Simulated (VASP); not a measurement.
# Si3As (R-3m) in VASP: single point with PBE

Aim: the single point of Si3As with PBE.

All numbers are computed with VASP 6.6.1; they aren't measurements. Logs are shortened: lines on timing, memory, paths and dates and some standing lists are left out, and cuts for length are marked.

## (1) The cell of the first run

The typed cell holds 8 atoms: a = 5.150 Å, b = 5.150 Å, c = 5.150 Å, α = 90.00°, β = 90.00°, γ = 90.00°.

## (2) Single point, PBE

The input, INCAR:

```
PREC = Accurate ; ENCUT = 500
EDIFF = 1E-6 ; ISMEAR = 0
SIGMA = 0.1 ; LREAL = False
LASPH = True ; NELM = 120
ALGO = Normal ; ISIF = 2
LWAVE = False ; LCHARG = True
GGA = PE ; LELF = True
LVHAR = True ; NBANDS = 27
GGA_COMPAT = False
```

The input, KPOINTS:

```
Automatic mesh
0
Gamma
  9 9 9
```

The input, POSCAR:

```
Si3As
1.0
    3.6416542483      2.1025100605      2.9731346594
   -3.6416542483      2.1025100605      2.9731346594
    0.0000000000     -4.2050201211      2.9731346594
Si As
6 2
Direct
    0.7500480576      0.2499319666      0.7500480576
    0.7500480576      0.7500480576      0.2499319666
    0.2499319666      0.7500480576      0.7500480576
    0.2499519424      0.7500680334      0.2499519424
    0.7500680334      0.2499519424      0.2499519424
    0.2499519424      0.2499519424      0.7500680334
    0.2501218309      0.2501218309      0.2501218309
    0.7498781691      0.7498781691      0.7498781691
```

Potentials or basis: VASP PAW PBE potentials, release 64 (Si, As).

On the command line:

```console
cat potpaw_PBE.64/Si/POTCAR potpaw_PBE.64/As/POTCAR > POTCAR
mpirun -np 1 vasp_std > vasp.out
```

OUTCAR:

```text
PREC = Accurate
   ENCUT = 500
   EDIFF = 1E-6
   ISMEAR = 0
   LREAL = False
   LASPH = True
   NELM = 120
   ISIF = 2
   GGA = PE

 ion  position               nearest neighbor table
   1  0.750  0.250  0.750-   6 2.57   5 2.57   8 2.57   8 2.58   6 2.58   5 2.58
   2  0.750  0.750  0.250-   4 2.57   5 2.57   8 2.57   8 2.58   5 2.58   4 2.58
   3  0.250  0.750  0.750-   6 2.57   4 2.57   8 2.57   8 2.58   6 2.58   4 2.58
   4  0.250  0.750  0.250-   2 2.57   3 2.57   7 2.57   7 2.58   2 2.58   3 2.58
   5  0.750  0.250  0.250-   2 2.57   1 2.57   7 2.57   7 2.58   2 2.58   1 2.58
   6  0.250  0.250  0.750-   1 2.57   3 2.57   7 2.57   7 2.58   1 2.58   3 2.58
   7  0.250  0.250  0.250-   4 2.57   5 2.57   6 2.57   4 2.58   5 2.58   6 2.58
   8  0.750  0.750  0.750-   1 2.57   3 2.57   2 2.57   1 2.58   3 2.58   2 2.58

  LATTYP: Found a trigonal (rhomboedric) cell.
 ALAT       =     5.1499246520
 COS(alpha) =    -0.0000590990

  Lattice vectors:

 A1 = (   3.6416542483,   2.1025100605,   2.9731346594)
 A2 = (  -3.6416542483,   2.1025100605,   2.9731346594)
 A3 = (   0.0000000000,  -4.2050201211,   2.9731346594)

Analysis of symmetry for initial positions (statically):
=====================================================================
 Subroutine PRICEL returns:
 Original cell was already a primitive cell.

 Routine SETGRP: Setting up the symmetry group for a
 trigonal (rhombohedral) supercell.

 Subroutine GETGRP returns: Found 12 space group operations
 (whereof 12 operations were pure point group operations)
 out of a pool of 12 trial point group operations.

The static configuration has the point symmetry D_3d.

Analysis of symmetry for dynamics (positions and initial velocities):
=====================================================================
 Subroutine PRICEL returns:
 Original cell was already a primitive cell.

 Routine SETGRP: Setting up the symmetry group for a
 trigonal (rhombohedral) supercell.

 Subroutine GETGRP returns: Found 12 space group operations
 (whereof 12 operations were pure point group operations)
 out of a pool of 12 trial point group operations.

The dynamic configuration has the point symmetry D_3d.

 Subroutine INISYM returns: Found 12 space group operations
 (whereof 12 operations are pure point group operations),
 and found     1 'primitive' translations

----------------------------------------------------------------------------------------

[... 105 lines left out ...]
   LREAL  =      F    real-space projection
   EDIFFG = 0.1E-04   stopping-criterion for IOM
   NSW    =      0    number of steps for IOM
   IBRION =     -1    ionic relax: 0-MD 1-quasi-New 2-CG
   NFREE  =      0    steps in history (QN), initial steepest desc. (CG)
   ISIF   =      2    stress and relaxation
   ISYM   =      2    0-nonsym 1-usesym 2-fastsym
   POTIM  = 0.5000    time-step for ionic-motion
   TEBEG  =    0.0;   TEEND  =   0.0 temperature during run
   PSTRESS=    0.0 pullay stress
   NELECT =      34.0000    total number of electrons
   NUPDOWN=      -1.0000    fix difference up-down
   EMIN   =  10.00;   EMAX   =-10.00  energy-range for DOS
   EFERMI =   0.00;   METHOD = LEGACY
   ISMEAR =     0;   SIGMA  =   0.10  broadening in eV -4-tet -1-fermi 0-gaus
   EFERMI_NEDOS =   21; number of points for ismear=-14 and -15
   IALGO  =     38    algorithm
   IMIX   =      4    mixing-type and parameters
     AMIX     =   0.40;   BMIX     =  1.00
     AMIX_MAG =   1.60;   BMIX_MAG =  1.00
  volume/ion in A,a.u.               =      17.07       115.22
  Fermi-wavevector in a.u.,A,eV,Ry     =   1.029833  1.946103 14.429749  1.060557
  Thomas-Fermi vector in A             =   2.163901
   LORBIT       =      0    0 simple, 1 ext, 2 COOP (PROOUT), +10 PAW based schemes
   GGA     = PE    functional components
   LHFCALC =     F    Hartree Fock is set to
   AEXX    =    0.0000 exact exchange contribution
   IVDW    =     0    specifies the selected vdW correction
   LEPSILON=     F    determine dielectric tensor
   LRPA    =     F    only Hartree local field effects (RPA)
 non-spin polarized calculation
 Gauss-broadening in eV      SIGMA  =   0.10
  energy-cutoff  :      500.00
  volume of cell :      136.58
 maximum number of plane-waves:      3499
 NGX is ok and might be reduce to    40
   NGX = 19   NGY = 19   NGZ = 19

 number of electron      33.9999998 magnetization

 Free energy of the ion-electron system (eV)
  ---------------------------------------------------
  ext. energy  EPLUGINS =         0.00000000
  ---------------------------------------------------
  free energy    TOTEN  =       -39.63672927 eV

  energy without entropy =      -39.62172501  energy(sigma->0) =      -39.62922714

 E-fermi :   7.5728     XC(G=0): -10.5717

 val. band max:        7.5453869497   @ k =  -0.4444   0.2222   0.0000
 cond. band min:       7.6084714835   @ k =   0.1111   0.1111   0.0000
 fundamental gap:      0.0630845338
 Fermi energy:         7.5727713346

 k-point     1 :       0.0000    0.0000    0.0000
  band No.  band energies     occupation
      1      -6.3240      2.00000
      2      -3.8681      2.00000
      3      -0.8768      2.00000
      4      -0.8768      2.00000
      5       0.9371      2.00000
      6       0.9376      2.00000
[... 709 lines left out ...]
     26      13.3002      0.00000
     27      13.7284      0.00000

 [... further k-points ...]
[... 5 lines left out ...]
  --------------------------------------------------------------------------------------
  -------------------------------------------------------------------------------------
  Total        0.4643924      0.4643924      0.4680835      0.0000000     -0.0000000      0.0000000
  in kB        5.4474482      5.4474482      5.4907453      0.0000000     -0.0000000      0.0000000
  external PRESSURE =       5.4618806 kB  Pullay stress =       0.0000000 kB

 VOLUME and BASIS-vectors are now :
 -----------------------------------------------------------------------------
  energy-cutoff  :      500.00
  volume of cell :      136.58
      direct lattice vectors                 reciprocal lattice vectors
     3.641654248  2.102510061  2.973134659     0.137300239  0.079270330  0.112115115
    -3.641654248  2.102510061  2.973134659    -0.137300239  0.079270330  0.112115115
     0.000000000 -4.205020121  2.973134659     0.000000000 -0.158540660  0.112115115

 POSITION                                       TOTAL-FORCE (eV/Angst)
 -----------------------------------------------------------------------------------
      1.82125     -1.05150      5.20307        -0.000719      0.000415     -0.001643
      0.00000      2.10300      5.20307         0.000000     -0.000831     -0.001643
     -1.82125     -1.05150      5.20307         0.000719      0.000415     -0.001643
     -1.82125      1.05150      3.71633         0.000719     -0.000415      0.001643
      1.82125      1.05150      3.71633        -0.000719     -0.000415      0.001643
      0.00000     -2.10300      3.71633         0.000000      0.000831      0.001643
      0.00000     -0.00000      2.23094         0.000000      0.000000     -0.001178
      0.00000     -0.00000      6.68847         0.000000     -0.000000      0.001178
 -----------------------------------------------------------------------------------
    total drift:                                0.000000      0.000000     -0.000000

  FREE ENERGIE OF THE ION-ELECTRON SYSTEM (eV)
  ---------------------------------------------------
  free  energy   TOTEN  =       -39.6367292736 eV

  energy  without entropy=      -39.6217250095  energy(sigma->0) =      -39.62922714
```

OSZICAR:

```text
N       E                     dE             d eps       ncg     rms          rms(c)
DAV:   1     0.804213190628E+02    0.80421E+02   -0.13111E+04  4590   0.104E+03
DAV:   2    -0.331393139086E+02   -0.11356E+03   -0.10717E+03  5657   0.156E+02
DAV:   3    -0.395554430621E+02   -0.64161E+01   -0.62131E+01  6000   0.333E+01
DAV:   4    -0.396394016972E+02   -0.83959E-01   -0.83603E-01  5727   0.445E+00
DAV:   5    -0.396403475049E+02   -0.94581E-03   -0.94530E-03  5756   0.465E-01    0.698E+00
DAV:   6    -0.396341902145E+02    0.61573E-02   -0.13810E-02  5588   0.652E-01    0.411E+00
DAV:   7    -0.396360900477E+02   -0.18998E-02   -0.30411E-02  5146   0.934E-01    0.331E-01
DAV:   8    -0.396365091353E+02   -0.41909E-03   -0.30776E-03  5591   0.296E-01    0.125E-01
DAV:   9    -0.396367200750E+02   -0.21094E-03   -0.32091E-04  5346   0.931E-02    0.686E-02
DAV:  10    -0.396367296408E+02   -0.95657E-05   -0.32488E-05  5753   0.275E-02    0.118E-02
DAV:  11    -0.396367292736E+02    0.36713E-06   -0.42919E-06  5151   0.104E-02
   1 F= -.39636729E+02 E0= -.39629227E+02  d E =-.150043E-01
```

stdout:

```text
POSCAR found type information on POSCAR SiAs
 POSCAR found :  2 types and       8 ions
 scaLAPACK will be used
 LDA part: xc-table for (Slater+PW92), standard interpolation
 POSCAR, INCAR and KPOINTS ok, starting setup
 FFT: planning ... GRIDC
 FFT: planning ... GRID_SOFT
 FFT: planning ... GRID
 WAVECAR not read
 entering main loop
```

It took 2.8 min on 1 thread of AMD EPYC 7R13 (Zen 3), shared host; peak memory 0.35 GiB.

What came out:

```
Free energy            : -39.6367 eV
Pressure               : 0.5 GPa
Band gap on the k mesh : zero (bands 17 and 18 overlap by 1.36 eV)
```
